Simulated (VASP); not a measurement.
# Mn (Fm-3m) in VASP: notebook

Mn is run at these levels: PBE; tasks: single point.

All numbers are computed with VASP 6.6.1; they aren't measurements. Logs are shortened: lines on timing, memory, paths and dates and some standing lists are left out, and cuts for length are marked.

**1. The cell of the first run**

The structure is cubic, space group Fm-3m (No. 225). The conventional cell has a = 3.504 Å, b = 3.504 Å, c = 3.504 Å, α = 90.00°, β = 90.00°, γ = 90.00°. Within 3.3 Å of Mn (site symmetry m-3m) lie 12 Mn at 2.48 Å.

This isn't the form of Mn at room conditions, which is a 58-atom cubic cell.

**2. Single point, PBE**

INCAR reads:

```
  PREC = Accurate
  ENCUT = 520
  EDIFF = 1E-6
  ISMEAR = -1
  SIGMA = 0.06122561905347299
  LREAL = F
  LASPH = T
  NELM = 100
  ALGO = Normal
  ISIF = 2
  LWAVE = F
  LCHARG = T
  GGA = PE
  LELF = T
  LVHAR = T
  NBANDS = 12
```

KPOINTS reads:

```
regular mesh
0
Gamma
  53 53 53
```

POSCAR reads:

```
Mn
1.0
    0.0000000000      1.7518864012      1.7518864012
    1.7518864012      0.0000000000      1.7518864012
    1.7518864012      1.7518864012      0.0000000000
Mn
1
Direct
    0.0000000000      0.0000000000      0.0000000000
```

Potentials or basis: VASP PAW PBE potentials, release 64 (Mn_pv).

The run is started by

```console
> cat potpaw_PBE.64/Mn_pv/POTCAR > POTCAR
> mpirun -np 1 vasp_std > vasp.out
```

OUTCAR:

```text
PREC = Accurate
   ENCUT = 520
   EDIFF = 1E-6
   ISMEAR = -1
   LREAL = F
   LASPH = T
   NELM = 100
   ISIF = 2
   GGA = PE

 ion  position               nearest neighbor table
   1  0.000  0.000  0.000-

  LATTYP: Found a face centered cubic cell.
 ALAT       =     3.5037728024

  Lattice vectors:

 A1 = (   0.0000000000,   1.7518864012,   1.7518864012)
 A2 = (   1.7518864012,   0.0000000000,   1.7518864012)
 A3 = (   1.7518864012,   1.7518864012,   0.0000000000)

Analysis of symmetry for initial positions (statically):
=====================================================================
 Subroutine PRICEL returns:
 Original cell was already a primitive cell.

 Routine SETGRP: Setting up the symmetry group for a
 face centered cubic supercell.

 Subroutine GETGRP returns: Found 48 space group operations
 (whereof 48 operations were pure point group operations)
 out of a pool of 48 trial point group operations.

The static configuration has the point symmetry O_h .

Analysis of symmetry for dynamics (positions and initial velocities):
=====================================================================
 Subroutine PRICEL returns:
 Original cell was already a primitive cell.

 Routine SETGRP: Setting up the symmetry group for a
 face centered cubic supercell.

 Subroutine GETGRP returns: Found 48 space group operations
 (whereof 48 operations were pure point group operations)
 out of a pool of 48 trial point group operations.

The dynamic configuration has the point symmetry O_h .

 Subroutine INISYM returns: Found 48 space group operations
 (whereof 48 operations are pure point group operations),
 and found     1 'primitive' translations

----------------------------------------------------------------------------------------

                                     Primitive cell

  volume of cell :      10.7534

  direct lattice vectors                    reciprocal lattice vectors
     0.000000000  1.751886401  1.751886401    -0.285406633  0.285406633  0.285406633
     1.751886401  0.000000000  1.751886401     0.285406633 -0.285406633  0.285406633
     1.751886401  1.751886401  0.000000000     0.285406633  0.285406633 -0.285406633

  length of vectors
     2.477541508  2.477541508  2.477541508     0.494338790  0.494338790  0.494338790

  position of ions in fractional coordinates (direct lattice)
     0.000000000  0.000000000  0.000000000

  ion indices of the primitive-cell ions
   primitive index   ion index
                 1           1

[... 79 lines left out ...]
   POTIM  = 0.5000    time-step for ionic-motion
   TEBEG  =    0.0;   TEEND  =   0.0 temperature during run
   PSTRESS=    0.0 pullay stress
   NELECT =      13.0000    total number of electrons
   NUPDOWN=      -1.0000    fix difference up-down
   EMIN   =  10.00;   EMAX   =-10.00  energy-range for DOS
   EFERMI =   0.00;   METHOD = LEGACY
   ISMEAR =    -1;   SIGMA  =   0.06  broadening in eV -4-tet -1-fermi 0-gaus
   EFERMI_NEDOS =   21; number of points for ismear=-14 and -15
   IALGO  =     38    algorithm
   IMIX   =      4    mixing-type and parameters
     AMIX     =   0.40;   BMIX     =  1.00
     AMIX_MAG =   1.60;   BMIX_MAG =  1.00
  volume/ion in A,a.u.               =      10.75        72.57
  Fermi-wavevector in a.u.,A,eV,Ry     =   1.743974  3.295633 41.381376  3.041445
  Thomas-Fermi vector in A             =   2.815943
   LORBIT       =      0    0 simple, 1 ext, 2 COOP (PROOUT), +10 PAW based schemes
   GGA     = PE    functional components
   LHFCALC =     F    Hartree Fock is set to
   AEXX    =    0.0000 exact exchange contribution
   IVDW    =     0    specifies the selected vdW correction
   LEPSILON=     F    determine dielectric tensor
   LRPA    =     F    only Hartree local field effects (RPA)
 non-spin polarized calculation
  energy-cutoff  :      520.00
  volume of cell :       10.75
 maximum number of plane-waves:       303
   NGX =  9   NGY =  9   NGZ =  9

 number of electron      12.9999998 magnetization

 Free energy of the ion-electron system (eV)
  ---------------------------------------------------
  ext. energy  EPLUGINS =         0.00000000
  ---------------------------------------------------
  free energy    TOTEN  =        -8.92479684 eV

  energy without entropy =       -8.90609367  energy(sigma->0) =       -8.91544525

 E-fermi :  10.4904     XC(G=0): -14.0180

 val. band max:       10.4901038909   @ k =  -0.2075   0.1887   0.0000
 cond. band min:      10.4906194145   @ k =   0.2453   0.1698   0.0755
 fundamental gap:      0.0005155237
 Fermi energy:        10.4903977053

 k-point     1 :       0.0000    0.0000    0.0000
  band No.  band energies     occupation
      1     -37.1672      2.00000
      2     -37.1672      2.00000
      3     -37.1672      2.00000
      4       2.1848      2.00000
      5       9.3430      2.00000
      6       9.3430      2.00000
      7       9.3430      2.00000
      8      11.0282      0.00031
      9      11.0282      0.00031
     10      31.8804      0.00000
     11      37.6892      0.00000
     12      37.6892      0.00000
[... 331 lines left out ...]
 k-point    24 :       0.4340    0.0000    0.0000
  band No.  band energies     occupation
      1     -37.8924      2.00000
      2     -37.2622      2.00000
      3     -37.2622      2.00000
      4       5.9178      2.00000
      5       9.2698      2.00000
      6       9.2698      2.00000
      7      10.4862      1.03391
      8      12.0891      0.00000
      9      12.0891      0.00000
     10      20.3193      0.00000
     11      30.8718      0.00000
     12      36.8358      0.00000

 [... further k-points ...]

------------------------ aborting loop because EDIFF is reached ----------------------------------------

  FORCE on cell =-STRESS in cart. coord.  units (eV):
  Direction    XX          YY          ZZ          XY          YZ          ZX
  --------------------------------------------------------------------------------------
  -------------------------------------------------------------------------------------
  Total       -0.0213314     -0.0213314     -0.0213314      0.0000000     -0.0000000      0.0000000
  in kB       -3.1782032     -3.1782032     -3.1782032      0.0000000     -0.0000000      0.0000000
  external PRESSURE =      -3.1782032 kB  Pullay stress =       0.0000000 kB

 VOLUME and BASIS-vectors are now :
 -----------------------------------------------------------------------------
  energy-cutoff  :      520.00
  volume of cell :       10.75
      direct lattice vectors                 reciprocal lattice vectors
     0.000000000  1.751886401  1.751886401    -0.285406633  0.285406633  0.285406633
     1.751886401  0.000000000  1.751886401     0.285406633 -0.285406633  0.285406633
     1.751886401  1.751886401  0.000000000     0.285406633  0.285406633 -0.285406633

 POSITION                                       TOTAL-FORCE (eV/Angst)
 -----------------------------------------------------------------------------------
      0.00000      0.00000      0.00000         0.000000     -0.000000     -0.000000
 -----------------------------------------------------------------------------------
    total drift:                                0.000000     -0.000000      0.000000

  FREE ENERGIE OF THE ION-ELECTRON SYSTEM (eV)
  ---------------------------------------------------
  free  energy   TOTEN  =        -8.9247968433 eV

  energy  without entropy=       -8.9060936651  energy(sigma->0) =       -8.91544525
```

OSZICAR:

```text
N       E                     dE             d eps       ncg     rms          rms(c)
DAV:   1     0.788155870543E+02    0.78816E+02   -0.77928E+03 88964   0.139E+03
DAV:   2    -0.922015185591E+01   -0.88036E+02   -0.84509E+02 89612   0.317E+02
DAV:   3    -0.106093454876E+02   -0.13892E+01   -0.13845E+01 95580   0.465E+01
DAV:   4    -0.106177251253E+02   -0.83796E-02   -0.83793E-02 94912   0.351E+00
DAV:   5    -0.106178316617E+02   -0.10654E-03   -0.10654E-03 95272   0.394E-01    0.131E+01
DAV:   6    -0.898878699654E+01    0.16290E+01   -0.45816E+00 90396   0.433E+01    0.194E+00
DAV:   7    -0.893668322198E+01    0.52104E-01   -0.17246E-01 94296   0.781E+00    0.809E-01
DAV:   8    -0.892525472033E+01    0.11429E-01   -0.35909E-03 96004   0.976E-01    0.222E-01
DAV:   9    -0.892480670972E+01    0.44801E-03   -0.10666E-03 91868   0.589E-01    0.298E-02
DAV:  10    -0.892480007831E+01    0.66314E-05   -0.10149E-05 95296   0.447E-02    0.609E-03
DAV:  11    -0.892479649907E+01    0.35792E-05   -0.17799E-07 56796   0.544E-03    0.557E-04
DAV:  12    -0.892479684332E+01   -0.34426E-06   -0.27431E-08 45652   0.238E-03
   1 F= -.89247968E+01 E0= -.89154453E+01  d E =-.187032E-01
```

Run time: 7 min. Hardware: 1 thread of Oxide Virtual Turin-like, shared host; peak memory 0.49 GiB.

What came out:

* Free energy: -8.9248 eV
* Pressure: -0.3 GPa
* Band gap on the k mesh: zero (an odd number of electrons rules out a gap without spin polarisation)

Levels at points of the mesh, in eV from the Fermi level:
```tsv
k point	band 5	band 6	band 7	band 8	band 9	band 10
(0.00, 0.00, 0.00)	-1.15	-1.15	-1.15	0.54	0.54	21.39
```

Caveat: the run has no spin polarisation, though such a crystal can be magnetic. Spin polarisation is off, so any magnetic state and its effect on volume and gap are missing.

**3. Single point, PBE**

This run uses another cell than the first one, of 10.97 Å³/atom.

INCAR reads:

```
SYSTEM = Mn
PREC     = Accurate       ! precision mode
ENCUT    = 520            ! plane-wave cutoff, eV
EDIFF    = 1E-7           ! SCF threshold, eV
ISMEAR   = -1             ! smearing method
SIGMA    = 0.06122561905347299 ! smearing width, eV
LREAL    = .FALSE.        ! projectors in reciprocal space
LASPH    = .TRUE.         ! aspherical terms in the spheres
NELM     = 100            ! most SCF steps
ALGO     = Normal         ! electronic algorithm
ISIF     = 2              ! what is computed and relaxed
LWAVE    = .FALSE.        ! write WAVECAR
LCHARG   = .TRUE.         ! write CHGCAR
GGA      = PE             ! functional
LELF     = .TRUE.         ! ELF
LVHAR    = .TRUE.       
NBANDS   = 12             ! bands
```

KPOINTS reads:

```
Automatic mesh
0
G
  53 53 53
  0 0 0
```

POSCAR reads:

```
Mn
1.0
    0.0000000000      1.7634886360      1.7634886360
    1.7634886360      0.0000000000      1.7634886360
    1.7634886360      1.7634886360      0.0000000000
Mn
1
Direct
    0.0000000000      0.0000000000      0.0000000000
```

Potentials or basis: VASP PAW PBE potentials, release 64 (Mn_pv).

The run is started by

```console
> cat potpaw_PBE.64/Mn_pv/POTCAR > POTCAR
> mpirun -np 1 vasp_std > vasp.out
```

Wall time 9.3 min (1 thread of Oxide Virtual Turin-like, shared host); peak memory 0.51 GiB.

The run converged. Its results:

| Item | Value |
| --- | --- |
| Free energy | -8.9209 eV |
| Pressure | -5.6 GPa |
| Band gap on the k mesh | zero (an odd number of electrons rules out a gap without spin polarisation) |

Levels at points of the mesh, in eV from the Fermi level:
```tsv
k point	band 5	band 6	band 7	band 8	band 9	band 10
(0.00, 0.00, 0.00)	-1.11	-1.11	-1.11	0.52	0.52	21.26
```

Caveat: the cell stands under tension; the run has no spin polarisation, though such a crystal can be magnetic. Spin polarisation is off, so any magnetic state and its effect on volume and gap are missing.

**4. Single point, PBE**

This run uses another cell than the first one, of 11.18 Å³/atom.

INCAR reads:

```
SYSTEM = Mn
PREC = Accurate ; ENCUT = 520
EDIFF = 1E-6 ; ISMEAR = -1
SIGMA = 0.06122561905347299 ; LREAL = .FALSE.
LASPH = .TRUE. ; NELM = 80
ALGO = Normal ; ISIF = 2
LWAVE = .FALSE. ; LCHARG = .TRUE.
GGA = PE ; LELF = .TRUE.
LVHAR = .TRUE. ; NBANDS = 12
```

KPOINTS reads:

```
regular mesh
0
G
  53 53 53
  0 0 0
```

POSCAR reads:

```
Mn
1.0
    0.0000000000      1.7749401818      1.7749401818
    1.7749401818      0.0000000000      1.7749401818
    1.7749401818      1.7749401818      0.0000000000
Mn
1
Direct
    0.0000000000      0.0000000000      0.0000000000
```

The run is started by

```console
> cat potpaw_PBE.64/Mn_pv/POTCAR > POTCAR
> mpirun -np 1 vasp_std > vasp.out
```

Run time: 4.8 min. Hardware: 1 thread of Oxide Virtual Turin-like, shared host; peak memory 0.51 GiB.

Results (log left out):

| Property | Result |
| --- | --- |
| Free energy | -8.9102 eV |
| Pressure | -10.3 GPa |
| Band gap on the k mesh | zero (an odd number of electrons rules out a gap without spin polarisation) |

Levels at points of the mesh, in eV from the Fermi level:
| k point | band 4 | band 5 | band 6 | band 7 | band 8 | band 9 | band 10 | band 11 |
| --- | --- | --- | --- | --- | --- | --- | --- | --- |
| (0.00, 0.00, 0.00) | -8.13 | -1.08 | -1.08 | -1.08 | 0.51 | 0.51 | 21.12 | 26.67 |

Caveat: the cell stands under tension; the run has no spin polarisation, though such a crystal can be magnetic.

**5. Single point, PBE**

This run uses another cell than the first one, of 11.40 Å³/atom.

INCAR reads:

```
SYSTEM = Mn
PREC     = Accurate       ! precision mode
ENCUT    = 520            ! plane-wave cutoff, eV
EDIFF    = 1E-6           ! SCF threshold, eV
ISMEAR   = -1             ! smearing method
SIGMA    = 0.06122561905347299 ! smearing width, eV
LREAL    = .FALSE.        ! projectors in reciprocal space
LASPH    = .TRUE.         ! aspherical terms in the spheres
NELM     = 80             ! most SCF steps
ALGO     = Normal         ! electronic algorithm
ISIF     = 2              ! what is computed and relaxed
LWAVE    = .FALSE.        ! write WAVECAR
LCHARG   = .FALSE.        ! write CHGCAR
GGA      = PE             ! functional
NBANDS   = 12             ! bands
```

KPOINTS is that of step 4.

POSCAR reads:

```
Mn
1.0
    0.0000000000      1.7862458381      1.7862458381
    1.7862458381      0.0000000000      1.7862458381
    1.7862458381      1.7862458381      0.0000000000
Mn
1
Direct
    0.0000000000      0.0000000000      0.0000000000
```

The run is started by

```console
> cat potpaw_PBE.64/Mn_pv/POTCAR > POTCAR
> mpirun -np 1 vasp_std > vasp.out
```

Run time: 4 min. Hardware: 1 thread of Oxide Virtual Turin-like, shared host; peak memory 0.54 GiB.

The run converged. Its results:

```yaml
Free_energy: -8.8936 eV
Pressure: -14.6 GPa
Band_gap_on_the_k_mesh: zero (an odd number of electrons rules out a gap without spin polarisation)
```

Levels at points of the mesh, in eV from the Fermi level:
| k point | band 5 | band 6 | band 7 | band 8 | band 9 | band 10 |
| --- | --- | --- | --- | --- | --- | --- |
| (0.00, 0.00, 0.00) | -1.05 | -1.05 | -1.05 | 0.49 | 0.49 | 20.99 |

Caveat: the cell stands under tension; the run has no spin polarisation, though such a crystal can be magnetic.

**6. Overview**

```tsv
cell	gap on the mesh (eV)	pressure (GPa)
a = 2.478 Å, angles 60.0°, 1 atom	none	-0.3
a = 2.494 Å, angles 60.0°, 1 atom	none	-5.6
a = 2.510 Å, angles 60.0°, 1 atom	none	-10.3
a = 2.526 Å, angles 60.0°, 1 atom	none	-14.6
```

Alike in all rows: task single point; level PBE; potentials or basis VASP PAW PBE potentials, release 64 (Mn_pv); no spin polarisation; k mesh 53 × 53 × 53; cutoff (eV) 520; smearing fermi-dirac 0.0612256 eV.

Caveats: the run has no spin polarisation, though such a crystal can be magnetic; the cell stands under tension (at least some runs).

Total energies depend on the potentials used, so only differences within one code and one set of settings carry meaning.
